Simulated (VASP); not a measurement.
# PbSe: single point with PBE

Crystal: PbSe.

```
CELL_PARAMETERS angstrom
2.16805 -6.21377 0.00000
2.16805 6.21377 0.00000
0.00000 0.00000 4.48352
ATOMIC_POSITIONS crystal
Pb 0.63451 0.36549 0.75000
Pb 0.36549 0.63451 0.25000
Se 0.86332 0.13668 0.75000
Se 0.13668 0.86332 0.25000
```

```json
{
 "Program": "VASP 6.6.1",
 "Task": "single point",
 "Functional": "PBE",
 "Potentials or basis": "VASP PAW PBE potentials, release 64 (Pb_d, Se)",
 "Cutoff": "520 eV",
 "k mesh": "8 × 8 × 6",
 "Occupations": "gaussian, width 0.02 eV",
 "Spin": "no spin polarisation"
}
```

* Pressure: 0.0 GPa
* Largest force: 0.010 eV/Å
* Band gap on the k mesh: 1.12 eV, indirect (least direct gap 1.25 eV)

Forces in eV/Å, atoms in the order of the input:
```
Pb   0.000  0.007  0.000
Pb   0.000 -0.007  0.000
Se   0.000 -0.010  0.000
Se   0.000  0.010  0.000
```

Levels at points of the mesh, in eV from the valence-band top:
| k point | band 18 | band 19 | band 20 | band 21 | band 22 | band 23 |
| --- | --- | --- | --- | --- | --- | --- |
| (0.00, 0.00, 0.00) | -1.48 | -1.26 | -0.39 | 4.41 | 4.52 | 4.72 |
| (0.50, 0.00, 0.00) | -0.86 | -0.43 | -0.19 | 1.48 | 1.66 | 1.92 |
| (0.50, 0.50, 0.00) | -1.68 | -1.05 | -0.65 | 1.28 | 4.37 | 4.37 |
| (0.00, 0.00, 0.50) | -0.83 | 0.00 | 0.00 | 1.56 | 1.56 | 2.39 |
| (0.50, 0.00, 0.50) | -2.93 | -1.23 | -1.23 | 3.18 | 3.18 | 5.46 |
| (0.50, 0.50, 0.50) | -0.94 | -0.29 | -0.29 | 1.25 | 1.25 | 2.80 |

Wall time 13 min on 1 thread of AMD EPYC 7R13, with other jobs on the host, peak memory 0.41 GiB.

Caveat: spin-orbit coupling is left out, which moves the levels of the heavy elements. A k mesh can miss the band edges.
